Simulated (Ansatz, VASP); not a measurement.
## Two plane-wave programs on CsBa3

```xyz
4
Lattice="0.0000 5.2213 5.2213 5.2213 0.0000 5.2213 5.2213 5.2213 0.0000" Properties=species:S:1:pos:R:3 pbc="T T T"
Cs    0.0000    0.0000    0.0000
Ba    2.6106    2.6106    2.6106
Ba    7.8319    7.8319    7.8319
Ba    5.2213    5.2213    5.2213
```

Alike in both runs: task single point; functional PBEsol; k mesh 4 × 4 × 4; no spin polarisation.

|  | VASP | Ansatz |
| --- | --- | --- |
| version | VASP 6.6.1 | Ansatz 0.2.0 |
| potentials or method | VASP PAW PBE potentials, release 64 (Cs_sv, Ba_sv), cutoff 520 eV | plane waves, PAW |
| occupations | methfessel-paxton of order 1, width 0.1 eV | cold |
| valence electrons in the cell | 39 | 39 |

```csv
,VASP,Ansatz,Ansatz less VASP
pressure (GPa),-0.4,-0.4,-0.01
```

VASP's potentials were made for PBE, not for PBEsol.

Spin-orbit coupling is off throughout.
